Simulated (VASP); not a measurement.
# SiC (P3m1) in VASP: further runs, part 2 of 2

VASP 6.6.1. The steps go on from the part before.

**3. Single point, PBE (atom 1 (Si) moved by (+0.000, +0.200) A along [1 1 0] and z)**

Input file INCAR:

```
PREC = Accurate ; ENCUT = 520
EDIFF = 1E-6 ; ISMEAR = 0
SIGMA = 0.05 ; LREAL = F
LASPH = T ; NELM = 80
ALGO = Normal ; ISIF = 2
LWAVE = F ; LCHARG = T
GGA = PE ; LELF = T
LVHAR = T ; NBANDS = 16
```

Input file KPOINTS:

```
regular mesh
0
Gamma
  6 6 4
```

Input file POSCAR:

```
SiC
1.0
    3.0759982064      0.0000000000      0.0000000000
   -1.5379991032      2.6638925888      0.0000000000
    0.0000000000      0.0000000000      5.0480000000
Si C
2 2
Direct
    0.3333333333      0.6666666667      0.0396196513
    0.6666666667      0.3333333333      0.5000000000
    0.3333333333      0.6666666667      0.3850000000
    0.6666666667      0.3333333333      0.8850000000
```

Potentials or basis: VASP PAW PBE potentials, release 64 (Si, C).

Launch:

```sh
$ cat potpaw_PBE.64/Si/POTCAR potpaw_PBE.64/C/POTCAR > POTCAR
$ mpirun -np 1 vasp_std > vasp.out
```

OUTCAR:

```text
PREC = Accurate
   ENCUT = 520
   EDIFF = 1E-6
   ISMEAR = 0
   LREAL = F
   LASPH = T
   NELM = 80
   ISIF = 2
   GGA = PE

 ion  position               nearest neighbor table
   1  0.333  0.667  0.040-   3 1.74   4 1.94   4 1.94   4 1.94   2 2.92   2 2.92   2 2.92
   2  0.667  0.333  0.500-   3 1.87   3 1.87   3 1.87   4 1.94   1 2.92   1 2.92   1 2.92
   3  0.333  0.667  0.385-   1 1.74   2 1.87   2 1.87   2 1.87
   4  0.667  0.333  0.885-   1 1.94   1 1.94   1 1.94   2 1.94

  LATTYP: Found a hexagonal cell.
 ALAT       =     3.0759982064
 C/A-ratio  =     1.6410932846

  Lattice vectors:

 A1 = (   3.0759982064,   0.0000000000,   0.0000000000)
 A2 = (  -1.5379991032,   2.6638925888,   0.0000000000)
 A3 = (   0.0000000000,   0.0000000000,   5.0480000000)

Analysis of symmetry for initial positions (statically):
=====================================================================
 Subroutine PRICEL returns:
 Original cell was already a primitive cell.

 Routine SETGRP: Setting up the symmetry group for a
 hexagonal supercell.

 Subroutine GETGRP returns: Found  6 space group operations
 (whereof  6 operations were pure point group operations)
 out of a pool of 24 trial point group operations.

The static configuration has the point symmetry C_3v.

Analysis of symmetry for dynamics (positions and initial velocities):
=====================================================================
 Subroutine PRICEL returns:
 Original cell was already a primitive cell.

 Routine SETGRP: Setting up the symmetry group for a
 hexagonal supercell.

 Subroutine GETGRP returns: Found  6 space group operations
 (whereof  6 operations were pure point group operations)
 out of a pool of 24 trial point group operations.

The dynamic configuration has the point symmetry C_3v.

 Subroutine INISYM returns: Found  6 space group operations
 (whereof  6 operations are pure point group operations),
 and found     1 'primitive' translations

----------------------------------------------------------------------------------------

                                     Primitive cell

  volume of cell :      41.3640

  direct lattice vectors                    reciprocal lattice vectors
     3.075998206  0.000000000  0.000000000     0.325097719  0.187695255  0.000000000
    -1.537999103  2.663892589  0.000000000     0.000000000  0.375390511  0.000000000
     0.000000000  0.000000000  5.048000000     0.000000000  0.000000000  0.198098257

  length of vectors
     3.075998206  3.075998206  5.048000000     0.375390511  0.375390511  0.198098257

  position of ions in fractional coordinates (direct lattice)
     0.333333333  0.666666667  0.039619651
     0.666666667  0.333333333  0.500000000
     0.333333333  0.666666667  0.385000000
     0.666666667  0.333333333  0.885000000

  ion indices of the primitive-cell ions
   primitive index   ion index
                 1           1
                 2           2
                 3           3
                 4           4

----------------------------------------------------------------------------------------

 KPOINTS: regular mesh

Automatic generation of k-mesh.
 Grid dimensions read from file:
 generate k-points for:    6    6    4

 Generating k-lattice:

  Cartesian coordinates                     Fractional coordinates (reciprocal lattice)
     0.054182953  0.031282543  0.000000000     0.166666667 -0.000000000  0.000000000
     0.000000000  0.062565085  0.000000000     0.000000000  0.166666667  0.000000000
     0.000000000  0.000000000  0.049524564     0.000000000  0.000000000  0.250000000

  Length of vectors
     0.062565085  0.062565085  0.049524564

  Shift w.r.t. Gamma in fractional coordinates (k-lattice)
     0.000000000  0.000000000  0.000000000

 Subroutine IBZKPT returns following result:
 ===========================================

 Found     24 irreducible k-points:

 Following reciprocal coordinates:
            Coordinates               Weight
  0.000000  0.000000  0.000000      1.000000
  0.166667 -0.000000  0.000000      6.000000
  0.333333 -0.000000  0.000000      6.000000
  0.500000  0.000000  0.000000      3.000000
  0.166667  0.166667  0.000000      6.000000
  0.333333  0.166667  0.000000     12.000000
[... 16 lines left out ...]
  0.333333  0.166667  0.500000     12.000000
  0.333333  0.333333  0.500000      2.000000
   k-points           NKPTS =     24   k-points in BZ     NKDIM =     24   number of bands    NBANDS=     16
   number of dos      NEDOS =    301   number of ions     NIONS =      4
   total plane-waves  NPLWV =  23040
   dimension x,y,z NGX =    24 NGY =   24 NGZ =   40
   dimension x,y,z NGXF=    48 NGYF=   48 NGZF=   80
   ions per type =               2   2
   NGX,Y,Z   is equivalent  to a cutoff of  12.97, 12.97, 13.17 a.u.
   NGXF,Y,Z  is equivalent  to a cutoff of  25.94, 25.94, 26.35 a.u.
 SYSTEM =  unknown system
   PREC   = accura    normal or accurate (medium, high low for compatibility)
   ISTART =      0    job   : 0-new  1-cont  2-samecut
   ICHARG =      2    charge: 1-file 2-atom 10-const
   ISPIN  =      1    spin polarized calculation?
   LNONCOLLINEAR =      F non collinear calculations
   LSORBIT =      F    spin-orbit coupling
   LASPH  =      T    aspherical Exc in radial PAW
   ENCUT  =  520.0 eV  38.22 Ry    6.18 a.u.   5.72  5.72  9.39*2*pi/ulx,y,z
   NELM   =     80;   NELMIN=  2; NELMDL= -5     # of ELM steps
   EDIFF  = 0.1E-05   stopping-criterion for ELM
   LREAL  =      F    real-space projection
   EDIFFG = 0.1E-04   stopping-criterion for IOM
   NSW    =      0    number of steps for IOM
   IBRION =     -1    ionic relax: 0-MD 1-quasi-New 2-CG
   NFREE  =      0    steps in history (QN), initial steepest desc. (CG)
   ISIF   =      2    stress and relaxation
   ISYM   =      2    0-nonsym 1-usesym 2-fastsym
   POTIM  = 0.5000    time-step for ionic-motion
   TEBEG  =    0.0;   TEEND  =   0.0 temperature during run
   PSTRESS=    0.0 pullay stress
   NELECT =      16.0000    total number of electrons
   NUPDOWN=      -1.0000    fix difference up-down
   EMIN   =  10.00;   EMAX   =-10.00  energy-range for DOS
   EFERMI =   0.00;   METHOD = LEGACY
   ISMEAR =     0;   SIGMA  =   0.05  broadening in eV -4-tet -1-fermi 0-gaus
   EFERMI_NEDOS =   21; number of points for ismear=-14 and -15
   IALGO  =     38    algorithm
   IMIX   =      4    mixing-type and parameters
     AMIX     =   0.40;   BMIX     =  1.00
     AMIX_MAG =   1.60;   BMIX_MAG =  1.00
  volume/ion in A,a.u.               =      10.34        69.78
  Fermi-wavevector in a.u.,A,eV,Ry     =   1.192818  2.254099 19.358564  1.422814
  Thomas-Fermi vector in A             =   2.328847
   LORBIT       =      0    0 simple, 1 ext, 2 COOP (PROOUT), +10 PAW based schemes
   GGA     = PE    functional components
   LHFCALC =     F    Hartree Fock is set to
   AEXX    =    0.0000 exact exchange contribution
   IVDW    =     0    specifies the selected vdW correction
   LEPSILON=     F    determine dielectric tensor
   LRPA    =     F    only Hartree local field effects (RPA)
 non-spin polarized calculation
 Gauss-broadening in eV      SIGMA  =   0.05
  energy-cutoff  :      520.00
  volume of cell :       41.36
 maximum number of plane-waves:      1132
 NGX is ok and might be reduce to    24
   NGX = 11   NGY = 11   NGZ = 19

 number of electron      16.0000000 magnetization

 Free energy of the ion-electron system (eV)
  ---------------------------------------------------
  ext. energy  EPLUGINS =         0.00000000
  ---------------------------------------------------
  free energy    TOTEN  =       -29.62229048 eV

  energy without entropy =      -29.62229048  energy(sigma->0) =      -29.62229048

 E-fermi :   9.0502     XC(G=0): -11.3484

 val. band max:        8.8382695189   @ k =   0.0000   0.0000   0.0000
 cond. band min:      10.2910635235   @ k =   0.3333   0.3333   0.0000
 fundamental gap:      1.4527940046
 Fermi energy:         9.0501808674

 k-point     1 :       0.0000    0.0000    0.0000
  band No.  band energies     occupation
      1      -7.5514      2.00000
      2      -3.5131      2.00000
      3      -0.6426      2.00000
      4       6.5134      2.00000
      5       6.5134      2.00000
      6       7.8440      2.00000
[... 433 lines left out ...]
      3      -0.1272      2.00000
      4       1.0921      2.00000
      5       1.8387      2.00000
      6       3.4745      2.00000
[... 8 lines left out ...]
     15      19.4164      0.00000
     16      20.6031      0.00000

------------------------ aborting loop because EDIFF is reached ----------------------------------------

  FORCE on cell =-STRESS in cart. coord.  units (eV):
  Direction    XX          YY          ZZ          XY          YZ          ZX
  --------------------------------------------------------------------------------------
  -------------------------------------------------------------------------------------
  Total        0.6391560      0.6391560      3.0478493      0.0000000      0.0000000      0.0000000
  in kB       24.7568458     24.7568458    118.0543338      0.0000000      0.0000000      0.0000000
  external PRESSURE =      55.8560085 kB  Pullay stress =       0.0000000 kB

 VOLUME and BASIS-vectors are now :
 -----------------------------------------------------------------------------
  energy-cutoff  :      520.00
  volume of cell :       41.36
      direct lattice vectors                 reciprocal lattice vectors
     3.075998206  0.000000000  0.000000000     0.325097719  0.187695255  0.000000000
    -1.537999103  2.663892589  0.000000000     0.000000000  0.375390511  0.000000000
     0.000000000  0.000000000  5.048000000     0.000000000  0.000000000  0.198098257

 POSITION                                       TOTAL-FORCE (eV/Angst)
 -----------------------------------------------------------------------------------
     -0.00000      1.77593      0.20000        -0.000000      0.000000     -5.750331
      1.53800      0.88796      2.52400         0.000000      0.000000      2.551777
     -0.00000      1.77593      1.94348        -0.000000      0.000000      1.992623
      1.53800      0.88796      4.46748         0.000000     -0.000000      1.205932
 -----------------------------------------------------------------------------------
    total drift:                               -0.000000      0.000000      0.000036

  FREE ENERGIE OF THE ION-ELECTRON SYSTEM (eV)
  ---------------------------------------------------
  free  energy   TOTEN  =       -29.6222904770 eV

  energy  without entropy=      -29.6222904770  energy(sigma->0) =      -29.62229048
```

OSZICAR:

```text
N       E                     dE             d eps       ncg     rms          rms(c)
DAV:   1     0.244058719509E+02    0.24406E+02   -0.70410E+03   768   0.888E+02
DAV:   2    -0.309380741991E+02   -0.55344E+02   -0.50216E+02  1104   0.157E+02
DAV:   3    -0.334222613956E+02   -0.24842E+01   -0.24743E+01   976   0.309E+01
DAV:   4    -0.334407018387E+02   -0.18440E-01   -0.18434E-01   968   0.323E+00
DAV:   5    -0.334408965689E+02   -0.19473E-03   -0.19473E-03   984   0.309E-01    0.127E+01
DAV:   6    -0.297233892656E+02    0.37175E+01   -0.65796E+00   968   0.158E+01    0.571E+00
DAV:   7    -0.296410525347E+02    0.82337E-01   -0.11082E+00  1088   0.624E+00    0.251E+00
DAV:   8    -0.296232238866E+02    0.17829E-01   -0.44806E-02   880   0.140E+00    0.691E-01
DAV:   9    -0.296219739027E+02    0.12500E-02   -0.68930E-03  1104   0.597E-01    0.142E-01
DAV:  10    -0.296222354566E+02   -0.26155E-03   -0.83507E-04   968   0.178E-01    0.690E-02
DAV:  11    -0.296222906112E+02   -0.55155E-04   -0.87228E-05   912   0.677E-02    0.166E-02
DAV:  12    -0.296222904770E+02    0.13420E-06   -0.49633E-06  1016   0.179E-02
   1 F= -.29622290E+02 E0= -.29622290E+02  d E =-.619440E-11
```

Run time: 12 s. Hardware: 1 thread of AMD EPYC 7R43 (Zen 3), shared host; peak memory 0.12 GiB.

What came out:

| Property | Result |
| --- | --- |
| Free energy | -29.6223 eV |
| Pressure | 5.6 GPa |
| Largest force | 5.750 eV/Å |
| Band gap on the k mesh | 1.45 eV, indirect (least direct gap 3.36 eV) |

Forces in eV/Å, atoms in the order of the input:
```
Si   0.000  0.000 -5.750
Si   0.000  0.000  2.552
C    0.000  0.000  1.993
C    0.000  0.000  1.206
```

Levels at points of the mesh, in eV from the valence-band top:
```tsv
k point	band 4	band 5	band 6	band 7	band 8	band 9	band 10	band 11	band 12	band 13
(0.00, 0.00, 0.00)	-2.32	-2.32	-0.99	0.00	0.00	3.95	5.73	5.94	5.94	7.41
(0.50, 0.00, 0.00)	-6.65	-6.09	-4.20	-4.04	-1.31	2.05	3.50	6.25	6.32	9.30
(0.00, 0.00, 0.50)	-4.66	-2.16	-2.16	-0.27	-0.27	4.57	6.02	6.18	6.18	7.30
(0.50, 0.00, 0.50)	-8.18	-3.86	-3.40	-2.66	-2.05	2.31	2.64	4.82	5.01	9.20
```

Caveat: the cell differs from its parent crystal (atom 1 (Si) moved by (+0.000, +0.200) A along [1 1 0] and z); forces of over 1 eV/Å act on the atoms, so gaps and moduli don't describe the material at rest.
